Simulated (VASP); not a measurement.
Here is a VASP 6.6.1 calculation.

File INCAR:

```
SYSTEM = Si
PREC     = Accurate       ! precision mode
ENCUT    = 520            ! plane-wave cutoff, eV
EDIFF    = 1E-6           ! SCF threshold, eV
ISMEAR   = 0              ! smearing method
SIGMA    = 0.05           ! smearing width, eV
LREAL    = .False.        ! projectors in reciprocal space
LASPH    = .True.         ! aspherical terms in the spheres
NELM     = 100            ! most SCF steps
ALGO     = Normal         ! electronic algorithm
ISIF     = 2              ! what is computed and relaxed
LWAVE    = .False.        ! write WAVECAR
LCHARG   = .True.         ! write CHGCAR
LDIPOL   = .True.       
IDIPOL   = 3            
DIPOL    = 0.5 0.5 0.501
GGA      = CA             ! functional
LELF     = .True.         ! ELF
LVHAR    = .True.       
LVACPOTAV= .True.       
NBANDS   = 16             ! bands
```

File KPOINTS:

```
regular mesh
0
Gamma
  8 8 1
  0 0 0
```

File POSCAR:

```
Si
1.0
    3.8195065206      0.0000000000      0.0000000000
    0.0000000000      3.8195065206      0.0000000000
    0.0000000000      0.0000000000     18.0511984422
Si
4
Direct
    0.0000000000      0.5000000000      0.3877858870
    0.0000000000      0.0000000000      0.4625952957
    0.5000000000      0.0000000000      0.5399416434
    0.5000000000      0.5000000000      0.6129523909
```

Potentials or basis: VASP PAW LDA potentials, release 64 (Si).

Run with:

```console
$ cat potpaw_LDA.64/Si/POTCAR > POTCAR
$ mpirun -np 1 vasp_std > vasp.out
```

Q: Predict the largest force.

A: 0.203 eV/Å.

Q: Estimate the band gap on the k mesh.

A: Zero (band 8 reaches -1.59 eV, above the bottom of band 9 at -2.32 eV).

Forces in eV/Å, atoms in the order of the input:
```
Si   0.000  0.000  0.201
Si   0.000  0.000 -0.203
Si   0.000  0.000 -0.006
Si   0.000  0.000  0.008
```
